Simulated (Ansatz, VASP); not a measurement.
## Two plane-wave programs on WSe2

File POSCAR:

```
WSe2
1.0
    3.1676807483      0.0000000000      0.0000000000
   -1.5838403742      2.7432919991      0.0000000000
    0.0000000000      0.0000000000     13.4116749259
W Se
2 4
Direct
    0.3333333333      0.6666666667      0.2500000000
    0.6666666667      0.3333333333      0.7500000000
    0.6666666667      0.3333333333      0.3779052147
    0.6666666667      0.3333333333      0.1220947853
    0.3333333333      0.6666666667      0.8779052147
    0.3333333333      0.6666666667      0.6220947853
```

The input INCAR.step1:

```
ALGO = Normal
EDIFF = 1E-4
ENCUT = 520
GGA = PE
ISMEAR = 0
LASPH = T
LCHARG = F
LREAL = F
LWAVE = T
NBANDS = 35
NELM = 100
PREC = Accurate
SIGMA = 0.01
```

INCAR.step2

```
ALGO = Normal
EDIFF = 1E-6
ENCUT = 520
ISIF = 2
ISMEAR = 0
ISTART = 1
LASPH = T
LCHARG = T
LELF = T
LMIXTAU = T
LREAL = F
LVHAR = T
LWAVE = F
METAGGA = R2SCAN
NBANDS = 35
NELM = 100
PREC = Accurate
SIGMA = 0.01
```

Contents of KPOINTS:

```
k-points
0
Gamma
  12 12 2
```

Input for Ansatz:

```yaml
crystal:
  lattice:
    - [3.1676807483, 0.0, 0.0]
    - [-1.5838403742, 2.7432919991, 0.0]
    - [0.0, 0.0, 13.4116749259]
  atoms:
    - { symbol: W, position: [0.3333333333, 0.6666666667, 0.25] }
    - { symbol: W, position: [0.6666666667, 0.3333333333, 0.75] }
    - { symbol: Se, position: [0.6666666667, 0.3333333333, 0.3779052147] }
    - { symbol: Se, position: [0.6666666667, 0.3333333333, 0.1220947853] }
    - { symbol: Se, position: [0.3333333333, 0.6666666667, 0.8779052147] }
    - { symbol: Se, position: [0.3333333333, 0.6666666667, 0.6220947853] }
kpoints:
  mp_grid: { grid: [12, 12, 2] }
  band_path:
    path:
      - [0.0, 0.0, 0.0]
      - [0.5, 0.0, 0.0]
      - [0.3333333333, 0.3333333333, 0.0]
      - [0.0, 0.0, 0.5]
      - [0.5, 0.0, 0.5]
      - [0.3333333333, 0.3333333333, 0.5]
      - [0.179688, 0.182292, 0.0]
    npoints: 1
hamiltonian:
  xc: r2scan
scf:
  occupations: { method: fixed }
  n_extra_bands: 5
output:
  forces: true
  stress: true
  eigenvalues: true
  write_density: true
  write_potential: true
  elf: true
  volumetric_format: npy
```

Change from the starting cell: epitaxial_xy strain -4.0%.

Alike in both runs: task single point; functional r2SCAN; k mesh 12 × 12 × 2; no spin polarisation.

```csv
,VASP,Ansatz
version,VASP 6.6.1,Ansatz 0.2.0
potentials or method,"VASP PAW PBE potentials, release 64 (W_sv, Se)","plane waves, PAW"
plane-wave cutoff (eV),520,500
occupations,"gaussian, width 0.01 eV",fixed
valence electrons in the cell,52,92
```

Ansatz gave:

| Property | Result |
| --- | --- |
| gap on the k mesh at the Fermi level (eV) | 1.16 |
| pressure (GPa) | 8.9 |
| traceless stress, the component that is largest in VASP (GPa) | -7.59 |
| rms of the force components (eV/Å) | 0.018 |

Which values does VASP return?

gap on the k mesh at the Fermi level (eV): 1.15; pressure (GPa): 9.3; traceless stress, the component that is largest in VASP (GPa): -7.54; rms of the force components (eV/Å): 0.007.

VASP's potentials were made for PBE, not for r2SCAN. Atom by atom the forces differ by 0.025 eV/Å (rms over components). VASP's potentials hold 52 valence electrons a cell and Ansatz's 92, so a difference there can come from the potentials and not from the codes.

Neither program's run includes spin-orbit coupling.
